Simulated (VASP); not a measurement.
PbSe (Clausthalite): single point with PBE

PbSe (Clausthalite):

```
CELL_PARAMETERS angstrom
0.00000 3.02090 3.14173
3.02090 0.00000 3.14173
3.02090 3.02090 0.00000
ATOMIC_POSITIONS crystal
Pb 0.00000 0.00000 0.00000
Se 0.50000 0.50000 0.50000
```

```
Program                : VASP 6.6.1
Task                   : single point
Functional             : PBE
Potentials or basis    : VASP PAW PBE potentials, release 64 (Pb_d, Se)
Cutoff                 : 500 eV
k mesh                 : 5 × 5 × 5
Occupations            : gaussian, width 0.05 eV
Spin                   : no spin polarisation
Dipole correction      : no
Further INCAR settings : ALGO = Normal; EDIFF = 1e-06; NBANDS = 17
```

```
Pressure               : 2.5 GPa
Band gap on the k mesh : 1.05 eV, indirect (least direct gap 1.15 eV)
```

Stress tensor (GPa, compression positive):
```
 3.99  0.00  0.00
 0.00  3.99  0.00
 0.00  0.00 -0.58
```

Levels at points of the mesh, in eV from the valence-band top:
```
           k point  band 7  band 8  band 9  band 10  band 11  band 12  band 13  band 14
(0.00, 0.00, 0.00)   -6.03   -1.74   -1.74    -1.40     4.41     5.28     5.28     6.63
```

It took 9.7 s on 1 thread of AMD EPYC 9R45 96-Core Processor (Zen 5), on a shared host, peak memory 0.15 GiB.

Caveat: spin-orbit coupling is left out, which moves the levels of the heavy elements. A k mesh can miss the band edges.
